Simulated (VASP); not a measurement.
A run of VASP 6.6.1:

Contents of INCAR:

```
SYSTEM = W3O
ALGO = Normal ; DIPOL = 0.5 0.5 0.355
EDIFF = 1E-6 ; ENCUT = 520
GGA = PE ; IDIPOL = 3
ISIF = 2 ; ISMEAR = 0
LASPH = .TRUE. ; LCHARG = .FALSE.
LDIPOL = .TRUE. ; LREAL = .FALSE.
LWAVE = .FALSE. ; NBANDS = 32
NELM = 80 ; PREC = Accurate
SIGMA = 0.1
```

File KPOINTS:

```
k-points
0
G
  10 10 1
  0 0 0
```

POSCAR

```
W3O
1.0
    2.7571643597      0.0000000000      0.0000000000
   -0.9190547866      2.5994794874      0.0000000000
    0.0000000000      0.0000000000     19.8562161029
W O
3 1
Direct
    0.5000000000      0.5000000000      0.2014482507
    0.0000000000      0.0000000000      0.3111437107
    0.5000000000      0.5000000000      0.4208362792
    0.8333333333      1.0000000000      0.4849251852
```

Potentials or basis: VASP PAW PBE potentials, release 64 (W_sv, O).

Run with:

```console
$ cat potpaw_PBE.64/W_sv/POTCAR potpaw_PBE.64/O/POTCAR > POTCAR
$ mpirun -np 1 vasp_std > vasp.out
```

Hardware: 1 thread of Intel(R) Xeon(R) 6975P-C (Granite Rapids), on a shared host.

**Question.** Estimate the wall time of this run.

**Answer.** Wall time 3.3 min on 1 thread of Intel(R) Xeon(R) 6975P-C (Granite Rapids), on a shared host, peak memory 0.38 GiB. Counts: scf iterations 26, k points 52.
